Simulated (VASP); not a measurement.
CuO, 4 atoms in the cell. The structure is monoclinic, space group Cc (No. 9). The conventional cell has a = 4.689 Å, b = 3.427 Å, c = 5.132 Å, α = 90.00°, β = 99.65°, γ = 90.00°. Within 2.5 Å of Cu (site symmetry 1) lie 4 O at 1.91 to 2.02 Å. O (site symmetry 1) has 4 Cu at 1.91 to 2.02 Å within 2.5 Å. 

* Program: VASP 6.6.1
* Task: single point
* Functional: LDA
* Potentials or basis: VASP PAW LDA potentials, release 64 (Cu, O)
* Cutoff: 520 eV
* k mesh: 7 × 7 × 4
* Occupations: gaussian, width 0.05 eV
* Spin: collinear spin, ferromagnetic start
* Starting moments: [0.62, 0.62, 0.33, 0.33] μB
* Hubbard terms: Cu d U = 8.0 eV
* Dipole correction: no
* Further INCAR settings: ALGO = Normal; EDIFF = 1e-07; NBANDS = 29

Potentials or basis: VASP PAW LDA potentials, release 64 (Cu, O).

The run is started by

```console
$ cat potpaw_LDA.64/Cu/POTCAR potpaw_LDA.64/O/POTCAR > POTCAR
$ mpirun -np 1 vasp_std > vasp.out
```

Hardware: 1 thread of Intel(R) Xeon(R) 6975P-C (Granite Rapids) (shared host).

Task: Estimate the wall time of this run.

Result: It took 94 s on 1 thread of Intel(R) Xeon(R) 6975P-C (Granite Rapids), on a shared host, peak memory 0.22 GiB. Counts: scf iterations 19, k points 60.
